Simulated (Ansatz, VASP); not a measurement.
Ba2HfC6: VASP beside Ansatz

```
Ba Hf C
1.0
     0.00000    3.88300    3.88300
     3.88300    0.00000    3.88300
     3.88300    3.88300    0.00000
Ba Hf C
2 1 6
Direct
  0.25000 0.25000 0.25000
  0.75000 0.75000 0.75000
  0.00000 0.00000 0.00000
  0.65883 0.34117 0.34117
  0.34117 0.65883 0.65883
  0.34117 0.65883 0.34117
  0.65883 0.34117 0.65883
  0.34117 0.34117 0.65883
  0.65883 0.65883 0.34117
```

Change from the starting cell: ordered vacancies on the cation sites of perovskite (Fm-3m, No. 225).

Alike in both runs: task relaxation of cell and atoms; functional PBE; k mesh 8 × 8 × 8; occupations gaussian, width 0.1 eV; no spin polarisation.

|  | VASP | Ansatz |
| --- | --- | --- |
| version | VASP 6.6.1 | Ansatz 0.2.0 |
| potentials or method | VASP PAW PBE potentials, release 64 (Ba_sv, Hf_pv, C), cutoff 600 eV | scalar-relativistic, plane waves, PAW |
| valence electrons in the cell | 54 | 70 |

|  | VASP | Ansatz | Ansatz less VASP |
| --- | --- | --- | --- |
| gap on the k mesh at the Fermi level, each at its own relaxed structure (eV) | none | none | - |
| relaxed volume (Å³/atom) | 13.23 | 13.00 | -0.230 |
| relaxed length of the cell vector where the two differ most in proportion (Å) | 5.522 | 5.490 | -0.0322 |

A gap of «none» marks a metal or a gap that the smearing closes. VASP's potentials hold 54 valence electrons a cell and Ansatz's 70, so a difference there can come from the potentials and not from the codes.

Spin-orbit coupling is off throughout.
